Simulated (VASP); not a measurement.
# Mg32HO31 (a cell with a defect) in VASP: notebook, part 3 of 3

VASP 6.6.1. The steps go on from the part before.

## Step 4: Single point, HSE06

Contents of POSCAR:

```
Mg32HO31
1.0
    8.4288080000      0.0000000000      0.0000000000
    0.0000000000      8.4288080000      0.0000000000
    0.0000000000      0.0000000000      8.4288080000
O H Mg
31 1 32
Direct
    0.2483690000      0.0001000000      0.9994980000
    0.2486350000      0.0002050000      0.4984320000
    0.2486360000      0.4990380000      0.9996050000
    0.7483600000      0.9987550000      0.9981520000
    0.7497040000      0.0001000000      0.4981620000
    0.7497030000      0.4987650000      0.9994970000
    0.7498120000      0.4990280000      0.4984230000
    0.9979040000      0.2482980000      0.9972350000
    0.9912220000      0.2416210000      0.4979830000
    0.9971080000      0.7497080000      0.9998830000
    0.9992660000      0.7503460000      0.4990560000
    0.4993130000      0.2475050000      0.9998770000
    0.4999440000      0.2496620000      0.4990450000
    0.4986840000      0.7490840000      0.9988990000
    0.5115780000      0.7619720000      0.4909270000
    0.9979030000      0.9978360000      0.2476960000
    0.9971070000      0.0004850000      0.7491050000
    0.9912260000      0.4985720000      0.2410210000
    0.9992590000      0.4996540000      0.7497480000
    0.4993120000      0.0004850000      0.2469000000
    0.4986830000      0.9994980000      0.7484780000
    0.4999480000      0.4996480000      0.2490540000
    0.5115720000      0.4915410000      0.7613610000
    0.2481870000      0.2416180000      0.2410150000
    0.2492530000      0.2496600000      0.7497350000
    0.2492600000      0.7503380000      0.2490620000
    0.2411260000      0.7619730000      0.7613660000
    0.7474380000      0.2482980000      0.2476950000
    0.7500870000      0.2475030000      0.7491060000
    0.7500930000      0.7497060000      0.2468990000
    0.7491010000      0.7490830000      0.7484800000
    0.3422950000      0.5926730000      0.5920750000
    0.9984650000      0.9988120000      0.9982100000
    0.9975930000      0.9987950000      0.4985070000
    0.9975920000      0.4991120000      0.9981950000
    0.0006740000      0.4948830000      0.4942870000
    0.4982680000      0.9983180000      0.9977160000
    0.5003510000      0.0013460000      0.4979200000
    0.5003460000      0.4985250000      0.0007360000
    0.5026040000      0.5002550000      0.4996390000
    0.2487120000      0.2479890000      0.9981870000
    0.2445010000      0.2510240000      0.4942780000
    0.2481280000      0.7507430000      0.0007440000
    0.2498710000      0.7529800000      0.4996610000
    0.7484100000      0.2488650000      0.9982080000
    0.7483970000      0.2479940000      0.4985040000
    0.7479210000      0.7486630000      0.9977170000
    0.7509490000      0.7507450000      0.4979200000
    0.2487130000      0.9987890000      0.2473890000
    0.2481270000      0.0013450000      0.7501430000
    0.2445030000      0.4948720000      0.2504100000
    0.2498510000      0.5002600000      0.7523820000
    0.7484110000      0.9988130000      0.2482610000
    0.7479200000      0.9983200000      0.7480620000
    0.7484000000      0.4991100000      0.2473890000
    0.7509450000      0.4985240000      0.7501390000
    0.9980330000      0.2484240000      0.2478180000
    0.9984010000      0.2488060000      0.7471300000
    0.9984050000      0.7477340000      0.2482020000
    0.9989290000      0.7504870000      0.7498850000
    0.4973350000      0.2488030000      0.2481950000
    0.5000840000      0.2493360000      0.7498810000
    0.5000880000      0.7504870000      0.2487290000
    0.4927940000      0.7431910000      0.7425830000
```

Contents of INCAR.step1:

```
ALGO = Normal
EDIFF = 1E-5
ENCUT = 520
GGA = PE
GGA_COMPAT = False
ISIF = 2
ISMEAR = -1
ISYM = -1
LASPH = True
LCHARG = False
LREAL = Auto
LWAVE = True
NBANDS = 164
NELECT = 252.0
NELM = 120
PREC = Accurate
SIGMA = 0.05
```

Contents of INCAR.step2:

```
ALGO = Normal
EDIFF = 1E-6
ENCUT = 520
GGA = PE
GGA_COMPAT = False
HFSCREEN = 0.2079
ISIF = 2
ISMEAR = -1
ISTART = 1
ISYM = -1
LASPH = True
LCHARG = False
LHFCALC = True
LREAL = Auto
LWAVE = False
NBANDS = 164
NELECT = 252.0
NELM = 120
PREC = Accurate
PRECFOCK = Fast
SIGMA = 0.05
```

Contents of KPOINTS:

```
explicit points
1
Reciprocal
  0.25000000   0.25000000   0.25000000 1
```

Started as:

```console
$ cat potpaw_PBE.64/O/POTCAR potpaw_PBE.64/H/POTCAR potpaw_PBE.64/Mg/POTCAR > POTCAR
$ cp INCAR.step1 INCAR
$ mpirun -np 1 vasp_std > vasp.out
$ cp INCAR.step2 INCAR
$ mpirun -np 1 vasp_std > vasp.out
```

It took 15 min on 1 thread of Intel Xeon 6975P-C (Granite Rapids), shared host; peak memory 0.79 GiB.

The run converged. Its results:

```
Free energy   : -435.9872 eV
Largest force : 0.109 eV/Å
```

Forces on the atoms (eV/Å):
```
O   -0.007  0.011  0.007
O   -0.007  0.001 -0.008
O   -0.009 -0.009  0.000
O    0.002  0.002  0.003
O    0.008  0.009 -0.007
O    0.008 -0.006  0.007
O    0.001 -0.007 -0.008
O   -0.010 -0.010  0.005
O   -0.067 -0.066  0.016
O   -0.010  0.007  0.002
O   -0.032  0.043 -0.011
O    0.005 -0.012  0.002
O    0.041 -0.031 -0.012
O    0.008  0.008  0.019
O    0.065  0.066 -0.027
O   -0.010  0.003 -0.009
O   -0.009  0.001  0.007
O   -0.065  0.014 -0.067
O   -0.034 -0.010  0.039
O    0.007  0.001 -0.009
O    0.008  0.021  0.008
O    0.041 -0.010 -0.034
O    0.066 -0.026  0.066
O    0.015 -0.066 -0.067
O   -0.013 -0.031  0.040
O   -0.011  0.044 -0.032
O   -0.026  0.066  0.064
O    0.004 -0.011 -0.009
O    0.001 -0.012  0.006
O    0.002  0.007 -0.008
O    0.021  0.008  0.008
H    0.040  0.040  0.041
Mg   0.005 -0.001 -0.002
Mg  -0.002  0.016  0.005
Mg  -0.002  0.004  0.017
Mg   0.041 -0.033 -0.033
Mg  -0.001  0.001  0.001
Mg   0.006 -0.030  0.002
Mg   0.007  0.000 -0.028
Mg  -0.096  0.037  0.038
Mg   0.005 -0.003  0.017
Mg  -0.034  0.044 -0.033
Mg   0.000  0.006 -0.029
Mg   0.036 -0.095  0.036
Mg  -0.001  0.005 -0.001
Mg   0.018 -0.003  0.005
Mg   0.001 -0.001  0.002
Mg  -0.028  0.005  0.001
Mg   0.005  0.017 -0.002
Mg   0.001 -0.029  0.006
Mg  -0.033 -0.032  0.045
Mg   0.037  0.036 -0.094
Mg  -0.001 -0.001  0.005
Mg   0.002  0.001 -0.001
Mg   0.018  0.004 -0.002
Mg  -0.028  0.000  0.007
Mg   0.029  0.030  0.031
Mg   0.009  0.007 -0.021
Mg   0.009 -0.022  0.009
Mg   0.031 -0.002 -0.003
Mg  -0.020  0.008  0.008
Mg  -0.003  0.030 -0.003
Mg  -0.003 -0.003  0.031
Mg  -0.044 -0.044 -0.045
```

Levels at points of the mesh, in eV from the Fermi level:
```csv
k point,band 124,band 125,band 126,band 127,band 128,band 129
"(0.25, 0.25, 0.25)",-6.28,-5.10,-1.19,1.61,2.02,2.02
```

Caveat: the cell carries a net charge on a neutralising background, which shifts energy and pressure; the cell is charged against a uniform background, so pressure and absolute levels hang on convention; the PAW data sets were made with another functional, which shifts forces and pressure a little.

## Step 5: Single point, HSE06

Contents of POSCAR:

```
Mg32HO31
1.0
    8.4288080000      0.0000000000      0.0000000000
    0.0000000000      8.4288080000      0.0000000000
    0.0000000000      0.0000000000      8.4288080000
O H Mg
31 1 32
Direct
    0.2483690000      0.0001000000      0.9994980000
    0.2486350000      0.0002050000      0.4984320000
    0.2486360000      0.4990380000      0.9996050000
    0.7483600000      0.9987550000      0.9981520000
    0.7497040000      0.0001000000      0.4981620000
    0.7497030000      0.4987650000      0.9994970000
    0.7498120000      0.4990280000      0.4984230000
    0.9979030000      0.2482980000      0.9972350000
    0.9912220000      0.2416210000      0.4979820000
    0.9971080000      0.7497080000      0.9998830000
    0.9992660000      0.7503460000      0.4990560000
    0.4993130000      0.2475050000      0.9998770000
    0.4999440000      0.2496620000      0.4990450000
    0.4986840000      0.7490840000      0.9988990000
    0.5115780000      0.7619720000      0.4909270000
    0.9979030000      0.9978360000      0.2476960000
    0.9971070000      0.0004850000      0.7491050000
    0.9912260000      0.4985720000      0.2410210000
    0.9992590000      0.4996540000      0.7497480000
    0.4993120000      0.0004850000      0.2469000000
    0.4986830000      0.9994980000      0.7484780000
    0.4999480000      0.4996480000      0.2490540000
    0.5115730000      0.4915410000      0.7613620000
    0.2481870000      0.2416180000      0.2410150000
    0.2492530000      0.2496600000      0.7497350000
    0.2492600000      0.7503380000      0.2490620000
    0.2411270000      0.7619730000      0.7613670000
    0.7474380000      0.2482980000      0.2476950000
    0.7500870000      0.2475030000      0.7491060000
    0.7500930000      0.7497060000      0.2468990000
    0.7491010000      0.7490830000      0.7484800000
    0.3422940000      0.5926730000      0.5920750000
    0.9984650000      0.9988120000      0.9982100000
    0.9975940000      0.9987950000      0.4985070000
    0.9975920000      0.4991120000      0.9981950000
    0.0006740000      0.4948840000      0.4942870000
    0.4982680000      0.9983180000      0.9977160000
    0.5003510000      0.0013460000      0.4979200000
    0.5003460000      0.4985250000      0.0007360000
    0.5026040000      0.5002560000      0.4996390000
    0.2487120000      0.2479890000      0.9981870000
    0.2445010000      0.2510240000      0.4942780000
    0.2481280000      0.7507430000      0.0007440000
    0.2498710000      0.7529800000      0.4996610000
    0.7484100000      0.2488650000      0.9982080000
    0.7483970000      0.2479940000      0.4985030000
    0.7479210000      0.7486630000      0.9977170000
    0.7509490000      0.7507450000      0.4979200000
    0.2487130000      0.9987890000      0.2473890000
    0.2481270000      0.0013450000      0.7501430000
    0.2445030000      0.4948720000      0.2504110000
    0.2498520000      0.5002610000      0.7523820000
    0.7484110000      0.9988130000      0.2482610000
    0.7479200000      0.9983190000      0.7480620000
    0.7484000000      0.4991100000      0.2473890000
    0.7509450000      0.4985240000      0.7501390000
    0.9980330000      0.2484240000      0.2478170000
    0.9984010000      0.2488060000      0.7471300000
    0.9984050000      0.7477340000      0.2482020000
    0.9989300000      0.7504870000      0.7498850000
    0.4973350000      0.2488030000      0.2481950000
    0.5000840000      0.2493370000      0.7498810000
    0.5000880000      0.7504870000      0.2487290000
    0.4927940000      0.7431910000      0.7425830000
```

INCAR.step1 is that of step 4.

INCAR.step2 is that of step 4.

KPOINTS is that of step 4.

Started as:

```console
$ cat potpaw_PBE.64/O/POTCAR potpaw_PBE.64/H/POTCAR potpaw_PBE.64/Mg/POTCAR > POTCAR
$ cp INCAR.step1 INCAR
$ mpirun -np 1 vasp_std > vasp.out
$ cp INCAR.step2 INCAR
$ mpirun -np 1 vasp_std > vasp.out
```

Run time: 14 min. Hardware: 1 thread of Intel Xeon 6975P-C (Granite Rapids), shared host; peak memory 0.79 GiB.

Results (log left out):

| Quantity | Value |
| --- | --- |
| Free energy | -435.9872 eV |
| Largest force | 0.109 eV/Å |

Forces on the atoms (eV/Å):
```
O   -0.007  0.011  0.007
O   -0.007  0.001 -0.008
O   -0.009 -0.009  0.000
O    0.002  0.002  0.003
O    0.008  0.009 -0.007
O    0.008 -0.006  0.007
O    0.001 -0.007 -0.008
O   -0.010 -0.010  0.005
O   -0.067 -0.066  0.016
O   -0.010  0.007  0.002
O   -0.032  0.043 -0.011
O    0.005 -0.012  0.002
O    0.041 -0.031 -0.012
O    0.008  0.008  0.019
O    0.065  0.066 -0.027
O   -0.010  0.003 -0.009
O   -0.009  0.001  0.007
O   -0.065  0.014 -0.067
O   -0.034 -0.010  0.039
O    0.007  0.001 -0.009
O    0.008  0.021  0.008
O    0.041 -0.010 -0.034
O    0.066 -0.026  0.066
O    0.015 -0.066 -0.067
O   -0.013 -0.031  0.040
O   -0.011  0.044 -0.032
O   -0.026  0.066  0.064
O    0.004 -0.011 -0.009
O    0.001 -0.012  0.006
O    0.002  0.007 -0.008
O    0.021  0.008  0.008
H    0.041  0.040  0.041
Mg   0.005 -0.001 -0.002
Mg  -0.002  0.016  0.005
Mg  -0.002  0.004  0.017
Mg   0.041 -0.033 -0.033
Mg  -0.001  0.001  0.001
Mg   0.006 -0.029  0.002
Mg   0.007  0.000 -0.028
Mg  -0.096  0.036  0.038
Mg   0.005 -0.003  0.017
Mg  -0.034  0.044 -0.033
Mg   0.000  0.006 -0.029
Mg   0.036 -0.095  0.036
Mg  -0.001  0.005 -0.001
Mg   0.018 -0.003  0.005
Mg   0.001 -0.001  0.002
Mg  -0.028  0.005  0.001
Mg   0.005  0.017 -0.002
Mg   0.001 -0.029  0.006
Mg  -0.033 -0.032  0.044
Mg   0.037  0.036 -0.094
Mg  -0.001 -0.001  0.005
Mg   0.002  0.001 -0.001
Mg   0.018  0.004 -0.002
Mg  -0.028  0.000  0.007
Mg   0.029  0.030  0.031
Mg   0.009  0.007 -0.021
Mg   0.009 -0.022  0.009
Mg   0.031 -0.003 -0.003
Mg  -0.020  0.008  0.008
Mg  -0.003  0.030 -0.003
Mg  -0.003 -0.003  0.031
Mg  -0.044 -0.044 -0.045
```

Levels at points of the mesh, in eV from the Fermi level:
| k point | band 122 | band 123 | band 124 | band 125 | band 126 | band 127 | band 128 | band 129 | band 130 | band 131 |
| --- | --- | --- | --- | --- | --- | --- | --- | --- | --- | --- |
| (0.25, 0.25, 0.25) | -6.59 | -6.28 | -6.28 | -5.10 | -1.19 | 1.61 | 2.02 | 2.02 | 3.07 | 3.44 |

Caveat: the cell carries a net charge on a neutralising background, which shifts energy and pressure; the cell is charged against a uniform background, so pressure and absolute levels hang on convention; the PAW data sets were made with another functional, which shifts forces and pressure a little.
